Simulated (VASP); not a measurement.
SnSe: single point with LDA

The system is SnSe, a slab with vacuum.

```xyz
4
Lattice="4.2853 0.0000 0.0000 0.0000 4.2853 0.0000 0.0000 0.0000 10.9907" Properties=species:S:1:pos:R:3 pbc="T T T"
Sn    2.1427    0.0000    4.0911
Sn    0.0000    2.1427    6.8996
Se    2.1427    0.0000    6.7707
Se    0.0000    2.1427    4.2200
```

| Item | Value |
| --- | --- |
| Program | VASP 6.6.1 |
| Task | single point |
| Functional | LDA |
| Potentials or basis | VASP PAW LDA potentials, release 64 (Sn_d, Se) |
| Cutoff | 520 eV |
| k mesh | 8 × 8 × 4 |
| Occupations | gaussian, width 0.05 eV |
| Spin | no spin polarisation |
| Dipole correction | no |
| Further INCAR settings | ALGO = Normal; EDIFF = 1e-06; NBANDS = 28 |

The largest force is 0.216 eV/Å. The band gap on the k mesh is 0.96 eV, direct.

Forces on the atoms (eV/Å):
```
Sn   0.000  0.000  0.216
Sn   0.000  0.000 -0.216
Se   0.000  0.000 -0.037
Se   0.000  0.000  0.037
```

Levels at points of the mesh, in eV from the valence-band top:
```tsv
k point	band 17	band 18	band 19	band 20	band 21	band 22	band 23	band 24
(0.00, 0.00, 0.00)	-3.14	-1.81	-1.81	-0.40	1.44	3.62	3.63	4.20
(0.50, 0.00, 0.00)	-1.62	-1.62	-0.39	-0.39	1.33	1.33	1.89	1.89
(0.50, 0.50, 0.00)	-3.33	-3.33	-1.80	-1.80	3.50	3.50	4.53	4.53
(0.00, 0.00, 0.50)	-3.14	-1.81	-1.81	-0.40	1.30	3.62	4.20	4.20
(0.50, 0.00, 0.50)	-1.62	-1.62	-0.40	-0.40	1.33	1.33	1.89	1.89
(0.50, 0.50, 0.50)	-3.33	-3.33	-1.80	-1.80	3.47	3.47	4.59	4.59
```

Run time: 5 min on 1 thread of AMD EPYC 7R43 64-Core Processor (Zen 3), with other jobs on the host, peak memory 0.35 GiB.

Caveat: spin-orbit coupling is left out, which moves the levels of the heavy elements.
